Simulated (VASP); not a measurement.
# GaAs in VASP: settings compared, part 2 of 2

VASP 6.6.1.

## 5. Single point, r2SCAN (uniaxial z strain -2.5%)

POSCAR reads:

```
GaAs
1.0
    0.0000000000      2.8330850941      2.7622579668
    2.8330850941      0.0000000000      2.7622579668
    2.8330850941      2.8330850941      0.0000000000
Ga As
1 1
Direct
    0.0000000000      0.0000000000      0.0000000000
    0.2500000000      0.2500000000      0.2500000000
```

INCAR.step1 reads:

```
SYSTEM = GaAs
ALGO     = Normal         ! electronic algorithm
EDIFF    = 1E-4           ! SCF threshold, eV
ENCUT    = 520            ! plane-wave cutoff, eV
GGA      = PE             ! functional
ISMEAR   = 0              ! smearing method
LASPH    = .True.         ! aspherical terms in the spheres
LCHARG   = .False.        ! write CHGCAR
LREAL    = .False.        ! projectors in reciprocal space
LWAVE    = .True.         ! write WAVECAR
NBANDS   = 16             ! bands
NELM     = 100            ! most SCF steps
PREC     = Accurate       ! precision mode
SIGMA    = 0.01           ! smearing width, eV
```

INCAR.step2 reads:

```
SYSTEM = GaAs
ALGO     = Normal         ! electronic algorithm
EDIFF    = 1E-7           ! SCF threshold, eV
ENCUT    = 520            ! plane-wave cutoff, eV
ISIF     = 2              ! what is computed and relaxed
ISMEAR   = 0              ! smearing method
ISTART   = 1            
LASPH    = .True.         ! aspherical terms in the spheres
LCHARG   = .False.        ! write CHGCAR
LMIXTAU  = .True.       
LREAL    = .False.        ! projectors in reciprocal space
LWAVE    = .False.        ! write WAVECAR
METAGGA  = R2SCAN         ! meta-GGA
NBANDS   = 16             ! bands
NELM     = 100            ! most SCF steps
PREC     = Accurate       ! precision mode
SIGMA    = 0.01           ! smearing width, eV
```

KPOINTS reads:

```
k-points
0
Gamma
  8 8 8
  0 0 0
```

Potentials or basis: VASP PAW PBE potentials, release 64 (Ga_d, As).

Command:

```
$ cat potpaw_PBE.64/Ga_d/POTCAR potpaw_PBE.64/As/POTCAR > POTCAR
$ cp INCAR.step1 INCAR
$ mpirun -np 1 vasp_std > vasp.out
$ cp INCAR.step2 INCAR
$ mpirun -np 1 vasp_std > vasp.out
```

OUTCAR:

```text
SYSTEM = GaAs
   EDIFF = 1E-7
   ENCUT = 520
   ISIF = 2
   ISMEAR = 0
   ISTART = 1
   LASPH = .True.
   LREAL = .False.
   METAGGA = R2SCAN
   NELM = 100
   PREC = Accurate

 ion  position               nearest neighbor table
   1  0.000  0.000  0.000-   2 2.43   2 2.43   2 2.43   2 2.43
   2  0.250  0.250  0.250-   1 2.43   1 2.43   1 2.43   1 2.43

  LATTYP: Found a body centered tetragonal cell.
 ALAT       =     4.0065873634
 C/A-ratio  =     1.3788582233

  Lattice vectors:

[... 627 lines left out ...]
      3     -11.3849      2.00000
      4     -11.3211      2.00000
      5     -11.3121      2.00000
      6      -8.1067      2.00000
[... 8 lines left out ...]
     15      14.7305      0.00000
     16      15.5452      0.00000

 [... further k-points ...]
[... 5 lines left out ...]
  --------------------------------------------------------------------------------------
  -------------------------------------------------------------------------------------
  Total        0.4228544      0.4228544      0.8821372      0.0000000      0.0000000      0.0000000
  in kB       15.2787557     15.2787557     31.8737566      0.0000000      0.0000000      0.0000000
  external PRESSURE =      20.8104227 kB  Pullay stress =       0.0000000 kB

 VOLUME and BASIS-vectors are now :
 -----------------------------------------------------------------------------
  energy-cutoff  :      520.00
  volume of cell :       44.34
      direct lattice vectors                 reciprocal lattice vectors
     0.000000000  2.833085094  2.762257967    -0.176486051  0.176486051  0.181011334
     2.833085094  0.000000000  2.762257967     0.176486051 -0.176486051  0.181011334
     2.833085094  2.833085094  0.000000000     0.176486051  0.176486051 -0.181011334

 POSITION                                       TOTAL-FORCE (eV/Angst)
 -----------------------------------------------------------------------------------
      0.00000      0.00000      0.00000         0.000000     -0.000000      0.000000
      1.41654      1.41654      1.38113        -0.000000      0.000000      0.000000
 -----------------------------------------------------------------------------------
    total drift:                               -0.000002     -0.000002      0.000009

  FREE ENERGIE OF THE ION-ELECTRON SYSTEM (eV)
  ---------------------------------------------------
  free  energy   TOTEN  =       -27.0417795126 eV

  energy  without entropy=      -27.0417795126  energy(sigma->0) =      -27.04177951
```

OUTCAR.step1:

```text
SYSTEM = GaAs
   EDIFF = 1E-4
   ENCUT = 520
   GGA = PE
   ISMEAR = 0
   LASPH = .True.
   LREAL = .False.
[... 678 lines left out ...]
      0.00000      0.00000      0.00000         0.000000      0.000000      0.000000
      1.41654      1.41654      1.38113        -0.000000     -0.000000     -0.000000
 -----------------------------------------------------------------------------------
    total drift:                                0.000002      0.000002     -0.000000

  FREE ENERGIE OF THE ION-ELECTRON SYSTEM (eV)
  ---------------------------------------------------
  free  energy   TOTEN  =        -8.2217483283 eV

  energy  without entropy=       -8.2217483283  energy(sigma->0) =       -8.22174833
```

OSZICAR.step1:

```text
N       E                     dE             d eps       ncg     rms          rms(c)
DAV:   1     0.829488957839E+02    0.82949E+02   -0.90206E+03  1928   0.158E+03
DAV:   2    -0.202012493623E+01   -0.84969E+02   -0.80927E+02  2152   0.309E+02
DAV:   3    -0.829019804432E+01   -0.62701E+01   -0.62511E+01  2264   0.652E+01
DAV:   4    -0.838514699450E+01   -0.94949E-01   -0.94934E-01  2408   0.898E+00
DAV:   5    -0.838639611511E+01   -0.12491E-02   -0.12491E-02  2336   0.911E-01    0.296E+00
DAV:   6    -0.824156111059E+01    0.14484E+00   -0.21208E-01  2840   0.809E+00    0.179E+00
DAV:   7    -0.822049346796E+01    0.21068E-01   -0.66747E-02  2432   0.189E+00    0.564E-01
DAV:   8    -0.822128958418E+01   -0.79612E-03   -0.10466E-02  2304   0.116E+00    0.117E-01
DAV:   9    -0.822168444862E+01   -0.39486E-03   -0.94778E-04  2368   0.356E-01    0.493E-02
DAV:  10    -0.822174832833E+01   -0.63880E-04   -0.62079E-05  1888   0.934E-02
   1 F= -.82217483E+01 E0= -.82217483E+01  d E =-.235100E-19
```

Run time: 2.3 min. Hardware: 1 thread of Intel Xeon Platinum 8375C at 2.90GHz (Ice Lake), shared host; peak memory 0.19 GiB.

What came out:

```yaml
Free_energy: -27.0418 eV
Pressure: 2.1 GPa
Band_gap_on_the_k_mesh: 1.04 eV, direct
```

Stress tensor (GPa, compression positive):
```
1.53 0.00 0.00
0.00 1.53 0.00
0.00 0.00 3.19
```

Levels at points of the mesh, in eV from the valence-band top:
```
           k point  band 7  band 8  band 9  band 10  band 11  band 12
(0.00, 0.00, 0.00)   -0.15   -0.15    0.00     1.04     3.90     3.98
(0.50, 0.00, 0.00)   -7.02   -1.42   -1.21     1.31     4.80     5.00
(0.50, 0.50, 0.00)   -7.08   -3.06   -3.06     1.51     1.67    10.92
(0.50, 0.00, 0.50)   -7.24   -2.89   -2.87     1.68     1.93    10.81
```

Caveat: the cell differs from its parent crystal (uniaxial z strain -2.5%); the PAW data sets were made with another functional, which shifts forces and pressure a little.

## 6. Single point, PBE

This run uses another cell than the first one, of 22.74 Å³/atom, 1.026 times its volume.

INCAR reads:

```
ALGO = Normal ; EDIFF = 1E-6
ENCUT = 600 ; GGA = PE
GGA_COMPAT = False ; ISIF = 2
ISMEAR = -1 ; LASPH = True
LCHARG = False ; LREAL = False
LWAVE = False ; NBANDS = 21
NELM = 120 ; PREC = Accurate
SIGMA = 0.02
```

KPOINTS reads:

```
k-points
0
Gamma
  8 8 8
```

POSCAR reads:

```
GaAs
1.0
    0.0000000000      2.8330850941      2.8330850941
    2.8330850941      0.0000000000      2.8330850941
    2.8330850941      2.8330850941      0.0000000000
Ga As
1 1
Direct
    0.0000000000      0.0000000000      0.0000000000
    0.2500000000      0.2500000000      0.2500000000
```

Potentials or basis: VASP PAW PBE potentials, release 64 (Ga_d, As_d).

Command:

```
$ cat potpaw_PBE.64/Ga_d/POTCAR potpaw_PBE.64/As_d/POTCAR > POTCAR
$ mpirun -np 1 vasp_std > vasp.out
```

Wall time 11 s (1 thread of Intel Xeon 6975P-C (Granite Rapids), shared host); peak memory 0.18 GiB.

It converged, with:

```
Free energy            : -8.2670 eV
Pressure               : 2.7 GPa
Band gap on the k mesh : 0.47 eV, direct
```

Levels at points of the mesh, in eV from the valence-band top:
| k point | band 11 | band 12 | band 13 | band 14 | band 15 | band 16 | band 17 | band 18 |
| --- | --- | --- | --- | --- | --- | --- | --- | --- |
| (0.00, 0.00, 0.00) | -12.68 | 0.00 | 0.00 | 0.00 | 0.47 | 3.74 | 3.74 | 3.74 |
| (0.50, 0.00, 0.00) | -10.94 | -6.59 | -1.13 | -1.13 | 0.98 | 4.64 | 4.64 | 7.76 |
| (0.50, 0.50, 0.00) | -10.21 | -6.78 | -2.65 | -2.65 | 1.48 | 1.67 | 10.13 | 10.13 |

## 7. Summary

```tsv
level	potentials or basis	cell	cutoff (eV)	smearing	second run	gap on the mesh (eV)	pressure (GPa)
PBE	VASP PAW PBE potentials, release 64 (Ga_d, As)	a = 3.957, b = 3.957, c = 4.007 Å, angles 59.6, 59.6, 60.8°, 2 atoms	520	fermi-dirac 0.02 eV	-	0.56	4.9
PBE	VASP PAW PBE potentials, release 64 (Ga_d, As)	a = 4.007, b = 3.957, c = 3.957 Å, angles 60.8, 59.6, 59.6°, 2 atoms	520	fermi-dirac 0.02 eV	-	0.56	4.9
PBE	VASP PAW PBE potentials, release 64 (Ga_d, As)	a = 4.002, b = 4.002, c = 3.946 Å, angles 60.5, 60.5, 59.1°, 2 atoms	520	fermi-dirac 0.02 eV	-	0.54	4.3
r2SCAN	VASP PAW PBE potentials, release 64 (Ga_d, As)	a = 3.957, b = 3.957, c = 4.007 Å, angles 59.6, 59.6, 60.8°, 2 atoms	520	gaussian 0.01 eV	-	1.04	2.1
PBE	VASP PAW PBE potentials, release 64 (Ga_d, As_d)	a = 4.007 Å, angles 60.0°, 2 atoms	600	fermi-dirac 0.02 eV	valence_matched	0.47	2.7
```

Alike in all rows: task single point; no spin polarisation; k mesh 8 × 8 × 8.

Caveats: the PAW data sets were made with another functional, which shifts forces and pressure a little (some runs).

Total energies depend on the potentials used, so only differences within one code and one set of settings carry meaning.
